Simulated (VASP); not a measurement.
# AlN (P1) in VASP: single point with r2SCAN

Aim: the single point of AlN with r2SCAN.

Everything below comes from runs of VASP 6.6.1. Logs are shortened: lines on timing, memory, paths and dates and some standing lists are left out, and cuts for length are marked.

**1. The cell of the first run**

The typed cell holds 4 atoms: a = 3.238 Å, b = 3.314 Å, c = 4.867 Å, α = 87.48°, β = 90.85°, γ = 122.64°.

**2. Single point, r2SCAN (atoms moved at random and the cell strained at random)**

POSCAR reads:

```
AlN
1.0
    3.2360458119     -0.0975659424     -0.0221381428
   -1.7025174906      2.8428551716      0.0699330608
   -0.0354238504      0.1087611125      4.8652965235
Al N
2 2
Direct
    0.3206374753      0.6744783112     -0.0095557548
    0.8109536230      0.4502035771      0.5516643616
    0.2859371289      0.5748537327      0.3652261432
    0.5824717728      0.3004643790      0.8626652500
```

INCAR.step1 reads:

```
SYSTEM = AlN
ALGO = Normal
EDIFF = 1E-4
ENCUT = 520
GGA = PE
ISMEAR = 0
LASPH = .TRUE.
LCHARG = .FALSE.
LREAL = .FALSE.
LWAVE = .TRUE.
NBANDS = 16
NELM = 60
PREC = Accurate
SIGMA = 0.05
```

INCAR.step2 reads:

```
SYSTEM = AlN
ALGO = Normal
EDIFF = 1E-6
ENCUT = 520
ISIF = 2
ISMEAR = 0
ISTART = 1
LASPH = .TRUE.
LCHARG = .FALSE.
LMIXTAU = .TRUE.
LREAL = .FALSE.
LWAVE = .FALSE.
METAGGA = R2SCAN
NBANDS = 16
NELM = 60
PREC = Accurate
SIGMA = 0.05
```

KPOINTS reads:

```
k-points
0
G
  12 12 6
  0 0 0
```

Potentials or basis: VASP PAW PBE potentials, release 64 (Al, N).

Run with:

```sh
> cat potpaw_PBE.64/Al/POTCAR potpaw_PBE.64/N/POTCAR > POTCAR
> cp INCAR.step1 INCAR
> mpirun -np 1 vasp_std > vasp.out
> cp INCAR.step2 INCAR
> mpirun -np 1 vasp_std > vasp.out
```

OUTCAR:

```text
SYSTEM = AlN
   EDIFF = 1E-6
   ENCUT = 520
   ISIF = 2
   ISMEAR = 0
   ISTART = 1
   LASPH = .TRUE.
   LREAL = .FALSE.
   METAGGA = R2SCAN
   NELM = 60
   PREC = Accurate

 ion  position               nearest neighbor table
   1  0.321  0.674  0.990-   3 1.83   4 1.85   4 1.96   4 2.11   2 2.56   2 2.98   2 3.02   2 3.06

   2  0.811  0.450  0.552-   4 1.63   3 1.64   3 2.14   1 2.56   1 2.98   1 3.02   1 3.06
   3  0.286  0.575  0.365-   2 1.64   1 1.83   2 2.14
   4  0.582  0.300  0.863-   2 1.63   1 1.85   1 1.96   1 2.11

  LATTYP: Found a triclinic cell.
 ALAT       =     3.1449334521
 B/A-ratio  =     2.3351298480
 C/A-ratio  =     1.0538872351
 COS(alpha) =     0.0048623482
 COS(beta)  =     0.4985754815
 COS(gamma) =     0.6521112238

  Lattice vectors:

 A1 = (  -1.5335283213,  -2.7452892292,  -0.0477949180)
 A2 = (  -4.7341502828,  -2.7564843993,  -4.8909532987)
 A3 = (   1.7025174906,  -2.8428551716,  -0.0699330608)

Analysis of symmetry for initial positions (statically):
=====================================================================
 Subroutine PRICEL returns:
 Original cell was already a primitive cell.

 Routine SETGRP: Setting up the symmetry group for a
 triclinic supercell.

 Subroutine GETGRP returns: Found  1 space group operations
 (whereof  1 operations were pure point group operations)
 out of a pool of  2 trial point group operations.

The static configuration has the point symmetry C_1 .

Analysis of symmetry for dynamics (positions and initial velocities):
=====================================================================
 Subroutine PRICEL returns:
 Original cell was already a primitive cell.

 Routine SETGRP: Setting up the symmetry group for a
 triclinic supercell.

 Subroutine GETGRP returns: Found  1 space group operations
 (whereof  1 operations were pure point group operations)
 out of a pool of  2 trial point group operations.

The dynamic configuration has the point symmetry C_1 .

 Subroutine INISYM returns: Found  1 space group operations
 (whereof  1 operations are pure point group operations),
 and found     1 'primitive' translations

----------------------------------------------------------------------------------------

                                     Primitive cell

  volume of cell :      43.9282

  direct lattice vectors                    reciprocal lattice vectors
     3.236045812 -0.097565942 -0.022138143     0.314689401  0.188507201 -0.001922749
    -1.702517491  2.842855172  0.069933061     0.010751177  0.358392817 -0.007933402
    -0.035423850  0.108761113  4.865296523     0.001277368 -0.004293738  0.205642603

  length of vectors
     3.237591961  3.314405220  4.866640945     0.366835223  0.358641797  0.205691390

  position of ions in fractional coordinates (direct lattice)
     0.320637475  0.674478311  0.990444245
     0.810953623  0.450203577  0.551664362
     0.285937129  0.574853733  0.365226143
     0.582471773  0.300464379  0.862665250

  ion indices of the primitive-cell ions
   primitive index   ion index
                 1           1
                 2           2
                 3           3
                 4           4

----------------------------------------------------------------------------------------

 KPOINTS: k-points

Automatic generation of k-mesh.
 Grid dimensions read from file:
 generate k-points for:   12   12    6

 Generating k-lattice:

  Cartesian coordinates                     Fractional coordinates (reciprocal lattice)
     0.026224117  0.015708933 -0.000160229     0.083333333  0.000000000  0.000000000
     0.000895931  0.029866068 -0.000661117     0.000000000  0.083333333 -0.000000000
     0.000212895 -0.000715623  0.034273767     0.000000000  0.000000000  0.166666667

  Length of vectors
     0.030569602  0.029886816  0.034281898

  Shift w.r.t. Gamma in fractional coordinates (k-lattice)
     0.000000000  0.000000000  0.000000000

 Subroutine IBZKPT returns following result:
 ===========================================

 Found    436 irreducible k-points:

 Following reciprocal coordinates:
            Coordinates               Weight
  0.000000  0.000000  0.000000      1.000000
  0.083333  0.000000  0.000000      2.000000
  0.166667  0.000000 -0.000000      2.000000
  0.250000 -0.000000 -0.000000      2.000000
  0.333333 -0.000000 -0.000000      2.000000
  0.416667  0.000000  0.000000      2.000000
[... 16 lines left out ...]
  0.250000  0.166667 -0.000000      2.000000
  0.333333  0.166667 -0.000000      2.000000
 [... further k-points ...]
   k-points           NKPTS =    436   k-points in BZ     NKDIM =    436   number of bands    NBANDS=     16
   number of dos      NEDOS =    301   number of ions     NIONS =      4
   total plane-waves  NPLWV =  24192
   dimension x,y,z NGX =    24 NGY =   28 NGZ =   36
   dimension x,y,z NGXF=    48 NGYF=   56 NGZF=   72
   ions per type =               2   2
   NGX,Y,Z   is equivalent  to a cutoff of  12.32, 14.04, 12.30 a.u.
   NGXF,Y,Z  is equivalent  to a cutoff of  24.65, 28.09, 24.60 a.u.
 SYSTEM =  AlN
   PREC   = accura    normal or accurate (medium, high low for compatibility)
   ISTART =      1    job   : 0-new  1-cont  2-samecut
   ICHARG =      0    charge: 1-file 2-atom 10-const
   ISPIN  =      1    spin polarized calculation?
   LNONCOLLINEAR =      F non collinear calculations
   LSORBIT =      F    spin-orbit coupling
   LASPH  =      T    aspherical Exc in radial PAW
   ENCUT  =  520.0 eV  38.22 Ry    6.18 a.u.   6.02  6.16  9.05*2*pi/ulx,y,z
   NELM   =     60;   NELMIN=  2; NELMDL=  0     # of ELM steps
   EDIFF  = 0.1E-05   stopping-criterion for ELM
   LREAL  =      F    real-space projection
   EDIFFG = 0.1E-04   stopping-criterion for IOM
   NSW    =      0    number of steps for IOM
   IBRION =     -1    ionic relax: 0-MD 1-quasi-New 2-CG
   NFREE  =      0    steps in history (QN), initial steepest desc. (CG)
   ISIF   =      2    stress and relaxation
   ISYM   =      2    0-nonsym 1-usesym 2-fastsym
   POTIM  = 0.5000    time-step for ionic-motion
   TEBEG  =    0.0;   TEEND  =   0.0 temperature during run
   PSTRESS=    0.0 pullay stress
   NELECT =      16.0000    total number of electrons
   NUPDOWN=      -1.0000    fix difference up-down
   EMIN   =  10.00;   EMAX   =-10.00  energy-range for DOS
   EFERMI =   0.00;   METHOD = LEGACY
   ISMEAR =     0;   SIGMA  =   0.05  broadening in eV -4-tet -1-fermi 0-gaus
   EFERMI_NEDOS =   21; number of points for ismear=-14 and -15
   IALGO  =     38    algorithm
   IMIX   =      4    mixing-type and parameters
     AMIX     =   0.40;   BMIX     =  1.00
     AMIX_MAG =   1.60;   BMIX_MAG =  1.00
  volume/ion in A,a.u.               =      10.98        74.11
  Fermi-wavevector in a.u.,A,eV,Ry     =   1.169142  2.209357 18.597698  1.366892
  Thomas-Fermi vector in A             =   2.305619
   LORBIT       =      0    0 simple, 1 ext, 2 COOP (PROOUT), +10 PAW based schemes
   METAGGA = R2SCAN    functional components
   LHFCALC =     F    Hartree Fock is set to
   AEXX    =    0.0000 exact exchange contribution
   IVDW    =     0    specifies the selected vdW correction
   LEPSILON=     F    determine dielectric tensor
   LRPA    =     F    only Hartree local field effects (RPA)
 non-spin polarized calculation
 Gauss-broadening in eV      SIGMA  =   0.05
  energy-cutoff  :      520.00
  volume of cell :       43.93
 maximum number of plane-waves:      1201
   NGX = 13   NGY = 13   NGZ = 19

 number of electron      16.0000001 magnetization

 Free energy of the ion-electron system (eV)
  ---------------------------------------------------
  ext. energy  EPLUGINS =         0.00000000
  ---------------------------------------------------
  free energy    TOTEN  =       -35.10628959 eV

  energy without entropy =      -35.10628959  energy(sigma->0) =      -35.10628959

 E-fermi :   7.0501     XC(G=0): -11.1388

 val. band max:        6.7753582737   @ k =   0.0000   0.0000   0.5000
 cond. band min:       8.6191073763   @ k =   0.0000   0.0000   0.0000
 fundamental gap:      1.8437491026
 Fermi energy:         7.0501189546

 k-point     1 :       0.0000    0.0000    0.0000
  band No.  band energies     occupation
      1     -10.8878      2.00000
      2      -7.8110      2.00000
      3      -0.4541      2.00000
      4       3.0981      2.00000
      5       3.7566      2.00000
      6       4.9245      2.00000
[... 8 lines left out ...]
     15      19.3075      0.00000
     16      20.1006      0.00000

 k-point     2 :       0.0833    0.0000    0.0000
  band No.  band energies     occupation
      1     -10.8090      2.00000
      2      -7.7702      2.00000
      3      -0.3570      2.00000
      4       3.0067      2.00000
      5       3.3364      2.00000
      6       4.8023      2.00000
[... 8 lines left out ...]
     15      19.3702      0.00000
     16      19.7925      0.00000

 k-point     3 :       0.1667    0.0000   -0.0000
  band No.  band energies     occupation
      1     -10.5823      2.00000
      2      -7.6589      2.00000
      3      -0.0745      2.00000
      4       2.3681      2.00000
      5       2.7839      2.00000
      6       4.2824      2.00000
[... 8 lines left out ...]
     15      18.8703      0.00000
     16      19.3937      0.00000

 k-point     4 :       0.2500   -0.0000   -0.0000
  band No.  band energies     occupation
      1     -10.2389      2.00000
      2      -7.5109      2.00000
      3       0.3507      2.00000
      4       1.3105      2.00000
      5       2.4956      2.00000
      6       3.4914      2.00000
[... 8 lines left out ...]
     15      18.4175      0.00000
     16      19.2078      0.00000
[... 324 lines left out ...]
 k-point    22 :       0.1667    0.1667   -0.0000
  band No.  band energies     occupation
      1     -10.0658      2.00000
      2      -7.4376      2.00000
      3       0.4565      2.00000
      4       0.8252      2.00000
      5       2.3378      2.00000
      6       3.7089      2.00000
[... 8 lines left out ...]
     15      19.1459      0.00000
     16      19.7554      0.00000

 k-point    23 :       0.2500    0.1667   -0.0000
  band No.  band energies     occupation
      1      -9.7062      2.00000
      2      -7.3278      2.00000
      3       0.0459      2.00000
      4       1.2016      2.00000
      5       1.7305      2.00000
      6       3.1249      2.00000
[... 8 lines left out ...]
     15      19.1974      0.00000
     16      20.4369      0.00000

 k-point    24 :       0.3333    0.1667   -0.0000
  band No.  band energies     occupation
      1      -9.4094      2.00000
      2      -7.2754      2.00000
      3      -0.3089      2.00000
      4       1.3244      2.00000
      5       1.7317      2.00000
      6       2.6460      2.00000
[... 8 lines left out ...]
     15      18.9059      0.00000
     16      20.8316      0.00000

 [... further k-points ...]
[... 5 lines left out ...]
  --------------------------------------------------------------------------------------
  -------------------------------------------------------------------------------------
  Total        0.6479972     -1.0873084     12.0086537      2.6438469     -2.8815913     -5.1403080
  in kB       23.6341871    -39.6570386    437.9876439     96.4281492   -105.0993224   -187.4807480
  external PRESSURE =     140.6549308 kB  Pullay stress =       0.0000000 kB

 VOLUME and BASIS-vectors are now :
 -----------------------------------------------------------------------------
  energy-cutoff  :      520.00
  volume of cell :       43.93
      direct lattice vectors                 reciprocal lattice vectors
     3.236045812 -0.097565942 -0.022138143     0.314689401  0.188507201 -0.001922749
    -1.702517491  2.842855172  0.069933061     0.010751177  0.358392817 -0.007933402
    -0.035423850  0.108761113  4.865296523     0.001277368 -0.004293738  0.205642603

 POSITION                                       TOTAL-FORCE (eV/Angst)
 -----------------------------------------------------------------------------------
     -0.14580      1.99388      4.85887         0.128651     -1.151553      2.485141
      1.83826      1.26074      2.69754        -5.238489     -0.646583     -6.886227
     -0.06633      1.64605      1.81080         5.115451      1.556880     -1.006938
      1.34280      0.89117      4.20524        -0.005612      0.241256      5.408024
 -----------------------------------------------------------------------------------
    total drift:                                0.000260      0.000035     -0.002834

  FREE ENERGIE OF THE ION-ELECTRON SYSTEM (eV)
  ---------------------------------------------------
  free  energy   TOTEN  =       -35.1062895945 eV

  energy  without entropy=      -35.1062895945  energy(sigma->0) =      -35.10628959
```

It took 5.6 min on 1 thread of Intel Xeon 6975P-C (Granite Rapids), shared host; peak memory 0.36 GiB.

What came out:

- Free energy: -35.1063 eV
- Pressure: 14.1 GPa
- Largest force: 8.676 eV/Å
- Band gap on the k mesh: 1.84 eV (least direct gap 1.85 eV)

Forces on the atoms (eV/Å):
```
Al   0.129 -1.152  2.485
Al  -5.238 -0.647 -6.886
N    5.115  1.557 -1.007
N   -0.006  0.241  5.408
```

Stress tensor (GPa, compression positive):
```
  2.36   9.64 -18.75
  9.64  -3.97 -10.51
-18.75 -10.51  43.80
```

Levels at points of the mesh, in eV from the valence-band top:
```
           k point  band 5  band 6  band 7  band 8  band 9  band 10  band 11  band 12
(0.00, 0.00, 0.00)   -3.02   -1.85   -1.13   -0.01    1.84     4.71     8.13     9.02
(0.50, 0.00, 0.00)   -4.82   -4.62   -2.98   -1.18    3.72     4.63     6.58     8.81
(0.00, 0.50, 0.00)   -4.13   -3.82   -3.09   -1.66    3.63     4.56     6.48     8.47
(0.50, 0.50, 0.00)   -4.62   -3.85   -3.71   -0.64    3.61     5.81     6.65     9.08
(0.00, 0.00, 0.50)   -3.60   -2.77   -1.42    0.00    3.21     5.18     7.91     8.21
(0.50, 0.00, 0.50)   -4.70   -3.09   -2.39   -1.45    3.22     4.47     7.67     8.80
(0.00, 0.50, 0.50)   -4.06   -3.14   -2.58   -1.89    3.68     4.68     6.99     8.68
(0.50, 0.50, 0.50)   -3.88   -2.95   -2.15   -0.81    3.13     4.49     8.01     8.91
```

Caveat: the cell differs from its parent crystal (atoms moved at random and the cell strained at random); the stress differs along the axes, from -4 to 44 GPa; the PAW data sets were made with another functional, which shifts forces and pressure a little.
